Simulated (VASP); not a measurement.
# PbSe (P4/nmm) in VASP: further runs

The runs below take PbSe through relaxation of cell and atoms, single point, with PBE.

Everything below comes from runs of VASP 6.6.1. Logs are shortened: lines on timing, memory, paths and dates and some standing lists are left out, and cuts for length are marked.

## (1) The cell of the first run

It takes space group P4/nmm (No. 129, tetragonal). The conventional cell has a = 5.341 Å, b = 5.341 Å, c = 4.315 Å, α = 90.00°, β = 90.00°, γ = 90.00°. Pb (site symmetry 4mm) has 8 Se at 2.99 to 4.00 Å and 6 Pb at 4.12 to 4.32 Å within 4.4 Å. Within 4.0 Å of Se (site symmetry -4m2) lie 8 Pb at 2.99 to 4.00 Å and 4 Se at 3.78 Å.

## (2) Relaxation of cell and atoms, PBE (atoms taken out)

INCAR reads:

```
SYSTEM = PbSe
PREC = Accurate
ENCUT = 600
EDIFF = 1E-6
ISMEAR = 0
SIGMA = 0.02
LREAL = .FALSE.
LASPH = .TRUE.
NELM = 100
ALGO = Normal
ISIF = 3
LWAVE = .FALSE.
LCHARG = .FALSE.
GGA = PE
IBRION = 2
NSW = 100
EDIFFG = -0.01
```

KPOINTS reads:

```
Automatic mesh
0
G
  6 6 6
  0 0 0
```

POSCAR reads:

```
PbSe
1.0
    5.3410007274      0.0000000000      0.0000000000
    0.0000000000      5.3410007274      0.0000000000
    0.0000000000      0.0000000000      4.3151861771
Pb Se
2 2
Direct
    0.5000000000      0.0000000000      0.6898737660
    0.0000000000      0.5000000000      0.3101262340
    0.0000000000      0.0000000000      0.0000000000
    0.5000000000      0.5000000000      0.0000000000
```

Potentials or basis: VASP PAW PBE potentials, release 64 (Pb_d, Se).

Run with:

```console
cat potpaw_PBE.64/Pb_d/POTCAR potpaw_PBE.64/Se/POTCAR > POTCAR
mpirun -np 1 vasp_std > vasp.out
```

OUTCAR:

```text
SYSTEM = PbSe
   PREC = Accurate
   ENCUT = 600
   EDIFF = 1E-6
   ISMEAR = 0
   LREAL = .FALSE.
   LASPH = .TRUE.
   NELM = 100
   ISIF = 3
   GGA = PE
   IBRION = 2
   NSW = 100
   EDIFFG = -0.01

 ion  position               nearest neighbor table
   1  0.500  0.000  0.690-   3 2.99   4 2.99   4 2.99   3 2.99   2 4.12   2 4.12   2 4.12   2 4.12

   2  0.000  0.500  0.310-   3 2.99   4 2.99   3 2.99   4 2.99   1 4.12   1 4.12   1 4.12   1 4.12

   3  0.000  0.000  0.000-   1 2.99   2 2.99   2 2.99   1 2.99
   4  0.500  0.500  0.000-   1 2.99   2 2.99   1 2.99   2 2.99

  LATTYP: Found a simple tetragonal cell.
 ALAT       =     5.3410007274
 C/A-ratio  =     0.8079358902

  Lattice vectors:

 A1 = (   5.3410007274,   0.0000000000,   0.0000000000)
 A2 = (   0.0000000000,   5.3410007274,   0.0000000000)
 A3 = (   0.0000000000,   0.0000000000,   4.3151861771)

Analysis of symmetry for initial positions (statically):
=====================================================================
 Subroutine PRICEL returns:
 Original cell was already a primitive cell.

 Routine SETGRP: Setting up the symmetry group for a
 simple tetragonal supercell.

 Subroutine GETGRP returns: Found 16 space group operations
 (whereof  8 operations were pure point group operations)
 out of a pool of 16 trial point group operations.

The static configuration has the point symmetry D_2d.
 The point group associated with its full space group is D_4h.

Analysis of symmetry for dynamics (positions and initial velocities):
=====================================================================
 Subroutine PRICEL returns:
 Original cell was already a primitive cell.

 Routine SETGRP: Setting up the symmetry group for a
 simple tetragonal supercell.

 Subroutine GETGRP returns: Found 16 space group operations
 (whereof  8 operations were pure point group operations)
 out of a pool of 16 trial point group operations.

The dynamic configuration has the point symmetry D_2d.
 The point group associated with its full space group is D_4h.

 Subroutine INISYM returns: Found 16 space group operations
 (whereof  8 operations are pure point group operations),
 and found     1 'primitive' translations

----------------------------------------------------------------------------------------

                                     Primitive cell

  volume of cell :     123.0962
[... 115 lines left out ...]
  Fermi-wavevector in a.u.,A,eV,Ry     =   1.125503  2.126892 17.235267  1.266756
  Thomas-Fermi vector in A             =   2.262180
   LORBIT       =      0    0 simple, 1 ext, 2 COOP (PROOUT), +10 PAW based schemes
   GGA     = PE    functional components
   LHFCALC =     F    Hartree Fock is set to
   AEXX    =    0.0000 exact exchange contribution
   IVDW    =     0    specifies the selected vdW correction
   LEPSILON=     F    determine dielectric tensor
   LRPA    =     F    only Hartree local field effects (RPA)
 conjugate gradient relaxation of ions
 non-spin polarized calculation
 Gauss-broadening in eV      SIGMA  =   0.02
  energy-cutoff  :      600.00
  volume of cell :      123.10
 maximum number of plane-waves:      4129
 NGX is ok and might be reduce to    48
   NGX = 21   NGY = 21   NGZ = 17

--------------------------------------- Ionic step        1  -------------------------------------------

 number of electron      39.9999993 magnetization

 Free energy of the ion-electron system (eV)
  ---------------------------------------------------
  ext. energy  EPLUGINS =         0.00000000
  ---------------------------------------------------
  free energy    TOTEN  =       -15.70402045 eV

  energy without entropy =      -15.70402045  energy(sigma->0) =      -15.70402045

------------------------ aborting loop because EDIFF is reached ----------------------------------------

  FORCE on cell =-STRESS in cart. coord.  units (eV):
  Direction    XX          YY          ZZ          XY          YZ          ZX
  --------------------------------------------------------------------------------------
  -------------------------------------------------------------------------------------
  Total        0.0403026      0.0403026     -0.2638084      0.0000000      0.0000000      0.0000000
  in kB        0.5245649      0.5245649     -3.4336374      0.0000000      0.0000000      0.0000000
  external PRESSURE =      -0.7948358 kB  Pullay stress =       0.0000000 kB
[... 95 lines left out ...]
  FREE ENERGIE OF THE ION-ELECTRON SYSTEM (eV)
  ---------------------------------------------------
  free  energy   TOTEN  =       -15.7058515089 eV

  energy  without entropy=      -15.7058515089  energy(sigma->0) =      -15.70585151

[... ionic steps 4 to 7 ...]

--------------------------------------- Ionic step        8  -------------------------------------------

 number of electron      39.9999993 magnetization

------------------------ aborting loop because EDIFF is reached ----------------------------------------
[... 71 lines left out ...]
--------------------------------------- Ionic step       10  -------------------------------------------

 number of electron      39.9999994 magnetization

 Free energy of the ion-electron system (eV)
  ---------------------------------------------------
  ext. energy  EPLUGINS =         0.00000000
  ---------------------------------------------------
  free energy    TOTEN  =       -15.70735061 eV

  energy without entropy =      -15.70735061  energy(sigma->0) =      -15.70735061

 E-fermi :   4.2955     XC(G=0):  -9.3113

 val. band max:        4.1607708075   @ k =   0.5000   0.5000   0.5000
 cond. band min:       4.6381670400   @ k =   0.1667   0.1667   0.3333
 fundamental gap:      0.4773962325
 Fermi energy:         4.2954841123

 k-point     1 :       0.0000    0.0000    0.0000
  band No.  band energies     occupation
      1     -12.4898      2.00000
      2     -12.4784      2.00000
      3     -12.4706      2.00000
      4     -12.4497      2.00000
      5     -12.4497      2.00000
      6     -12.4338      2.00000
[... 637 lines left out ...]
     23       7.0581      0.00000
     24       7.0581      0.00000

 [... further k-points ...]

------------------------ aborting loop because EDIFF is reached ----------------------------------------

  FORCE on cell =-STRESS in cart. coord.  units (eV):
  Direction    XX          YY          ZZ          XY          YZ          ZX
  --------------------------------------------------------------------------------------
  -------------------------------------------------------------------------------------
  Total       -0.0144133     -0.0144133      0.0378086      0.0000000      0.0000000      0.0000000
  in kB       -0.1908575     -0.1908575      0.5006540      0.0000000      0.0000000      0.0000000
  external PRESSURE =       0.0396463 kB  Pullay stress =       0.0000000 kB
[... 19 lines left out ...]
  FREE ENERGIE OF THE ION-ELECTRON SYSTEM (eV)
  ---------------------------------------------------
  free  energy   TOTEN  =       -15.7073506097 eV

  energy  without entropy=      -15.7073506097  energy(sigma->0) =      -15.70735061

 reached required accuracy - stopping structural energy minimisation
```

It took 10 min on 1 thread of Intel Xeon Platinum 8488C (Sapphire Rapids), shared host; peak memory 0.37 GiB.

Results:

```yaml
Free_energy: -15.7074 eV
Relaxed_volume: 30.25 Å³/atom
Relaxed_cell: a = 5.357 Å, b = 5.357 Å, c = 4.217 Å, α = 90.00°, β = 90.00°, γ = 90.00°
Space_group_after_relaxing_to_0.1_Å: P4/nmm (No. 129)
Energy_gained_by_relaxing: 0.8 meV/atom
Ionic_steps: 10
Pressure_after_relaxing: 0.0 GPa
Largest_force_after_relaxing: 0.007 eV/Å
Band_gap_on_the_k_mesh: 0.48 eV (least direct gap 0.86 eV)
```

Forces in eV/Å, atoms in the order of the input:
```
Pb   0.000  0.000 -0.007
Pb   0.000  0.000  0.007
Se   0.000  0.000  0.000
Se   0.000  0.000  0.000
```

The path:
| step | energy change (eV) | largest force (eV/Å) | pressure (GPa) | volume (Å³) |
| --- | --- | --- | --- | --- |
| 1 | 0.0000 | 0.0063 | -0.08 | 123.10 |
| 2 | -0.0008 | 0.0175 | -0.05 | 122.82 |
| 3 | -0.0018 | 0.0506 | 0.12 | 122.00 |
| 4 | -0.0022 | 0.0287 | -0.10 | 122.33 |
| 5 | -0.0022 | 0.0338 | -0.06 | 122.27 |
| 6 | -0.0025 | 0.0287 | -0.07 | 122.09 |
| 7 | -0.0031 | 0.0175 | -0.06 | 121.56 |
| 8 | -0.0033 | 0.0037 | 0.00 | 120.50 |
| 9 | -0.0033 | 0.0036 | 0.02 | 120.81 |
| 10 | -0.0033 | 0.0073 | 0.00 | 120.99 |

Final structure:
```
CELL_PARAMETERS angstrom
5.35651 0.00000 0.00000
0.00000 5.35651 0.00000
0.00000 0.00000 4.21697
ATOMIC_POSITIONS crystal
Pb 0.50000 0.00000 0.68240
Pb 0.00000 0.50000 0.31760
Se 0.00000 0.00000 0.00000
Se 0.50000 0.50000 0.00000
```

Caveat: the cell differs from its parent crystal (atoms taken out); spin-orbit coupling is left out, which moves the levels of the heavy elements. A k mesh can miss the band edges.

## (3) Single point, PBE (atoms taken out)

INCAR reads:

```
PREC = Accurate
ENCUT = 520
EDIFF = 1E-6
ISMEAR = 0
SIGMA = 0.1
LREAL = False
LASPH = True
NELM = 100
ALGO = Normal
ISIF = 2
LWAVE = False
LCHARG = False
GGA = PE
NBANDS = 28
```

KPOINTS reads:

```
regular mesh
0
Gamma
  4 4 4
```

POSCAR is that of step 2.

Potentials or basis: VASP PAW PBE potentials, release 64 (Pb_d, Se).

Run with:

```console
cat potpaw_PBE.64/Pb_d/POTCAR potpaw_PBE.64/Se/POTCAR > POTCAR
mpirun -np 1 vasp_std > vasp.out
```

It took 73 s on 1 thread of Intel Xeon 8259CL, shared host; peak memory 0.24 GiB.

Results (log left out):

* Free energy: -15.6857 eV
* Pressure: 0.0 GPa
* Largest force: 0.019 eV/Å
* Band gap on the k mesh: 0.83 eV (least direct gap 0.92 eV)

Forces on the atoms (eV/Å):
```
Pb   0.000  0.000 -0.019
Pb   0.000  0.000  0.019
Se   0.000  0.000  0.000
Se   0.000  0.000  0.000
```

Stress tensor (GPa, compression positive):
```
 0.01  0.00  0.00
 0.00  0.01  0.00
 0.00  0.00 -0.15
```

Levels at points of the mesh, in eV from the valence-band top:
| k point | band 16 | band 17 | band 18 | band 19 | band 20 | band 21 | band 22 | band 23 | band 24 | band 25 |
| --- | --- | --- | --- | --- | --- | --- | --- | --- | --- | --- |
| (0.00, 0.00, 0.00) | -3.89 | -1.28 | -1.28 | -1.04 | -0.34 | 1.83 | 3.67 | 4.47 | 4.47 | 4.83 |
| (0.50, 0.00, 0.00) | -2.83 | -1.37 | -1.37 | -0.49 | -0.49 | 1.91 | 1.91 | 4.53 | 4.53 | 4.69 |
| (0.50, 0.50, 0.00) | -1.30 | -0.80 | -0.80 | -0.09 | -0.09 | 0.83 | 0.83 | 3.24 | 3.24 | 4.23 |
| (0.00, 0.00, 0.50) | -3.11 | -1.52 | -1.34 | -1.14 | -1.14 | 0.93 | 1.02 | 1.26 | 1.26 | 4.92 |
| (0.50, 0.00, 0.50) | -3.00 | -2.26 | -2.26 | -1.12 | -1.12 | 2.46 | 2.46 | 2.73 | 2.73 | 4.36 |
| (0.50, 0.50, 0.50) | -3.33 | -3.05 | -3.05 | 0.00 | 0.00 | 3.81 | 3.81 | 4.10 | 4.10 | 4.24 |

Caveat: the cell differs from its parent crystal (atoms taken out); spin-orbit coupling is left out, which moves the levels of the heavy elements. A k mesh can miss the band edges.

## (4) Single point, PBE (atoms taken out)

INCAR reads:

```
PREC = Accurate
ENCUT = 520
EDIFF = 1E-7
ISMEAR = 0
SIGMA = 0.1
LREAL = F
LASPH = T
NELM = 80
ALGO = Normal
ISIF = 2
LWAVE = F
LCHARG = F
GGA = PE
NBANDS = 28
```

KPOINTS is that of step 3.

POSCAR reads:

```
PbSe
1.0
    4.9969590800      0.0000000000      0.0000000000
    0.0000000000      4.9969590800      0.0000000000
    0.0000000000      0.0000000000      7.0667672900
Pb Se
2 2
Direct
    0.5000000000      0.0000000000      0.7500000000
    0.0000000000      0.5000000000      0.2500000000
    0.0000000000      0.0000000000      0.0000000000
    0.5000000000      0.5000000000      0.0000000000
```

Run with:

```console
cat potpaw_PBE.64/Pb_d/POTCAR potpaw_PBE.64/Se/POTCAR > POTCAR
mpirun -np 1 vasp_std > vasp.out
```

It took 2.5 min on 1 thread of Intel Xeon 8259CL, shared host; peak memory 0.31 GiB.

It converged, with:

* Free energy: -14.7549 eV
* Pressure: -2.3 GPa
* Largest force: 1.595 eV/Å
* Band gap on the k mesh: zero (bands 20 and 21 overlap by 0.49 eV)

Forces on the atoms (eV/Å):
```
Pb   0.000  0.000  1.595
Pb   0.000  0.000 -1.595
Se   0.000  0.000  0.000
Se   0.000  0.000  0.000
```

Stress tensor (GPa, compression positive):
```
-0.67  0.00  0.00
 0.00 -0.67  0.00
 0.00  0.00 -5.58
```

Levels at points of the mesh, in eV from the Fermi level:
| k point | band 18 | band 19 | band 20 | band 21 | band 22 | band 23 |
| --- | --- | --- | --- | --- | --- | --- |
| (0.00, 0.00, 0.00) | -1.63 | -1.07 | -1.07 | -0.05 | 0.96 | 1.72 |
| (0.50, 0.00, 0.00) | -2.70 | -2.25 | -2.25 | 1.08 | 1.08 | 2.27 |
| (0.50, 0.50, 0.00) | -3.28 | -0.01 | -0.01 | 0.02 | 0.02 | 1.62 |
| (0.00, 0.00, 0.50) | -1.66 | -1.13 | -1.13 | -0.47 | 1.20 | 1.20 |
| (0.50, 0.00, 0.50) | -2.69 | -2.06 | -2.06 | 1.27 | 1.27 | 2.12 |
| (0.50, 0.50, 0.50) | -3.45 | 0.02 | 0.02 | 1.14 | 1.14 | 2.11 |

Caveat: the cell differs from its parent crystal (atoms taken out); semilocal functionals underestimate gaps, so a narrow gap can read as zero; spin-orbit coupling is left out, which moves the levels of the heavy elements; forces of over 1 eV/Å act on the atoms, so gaps and moduli don't describe the material at rest.

[end of part 1 of 2]
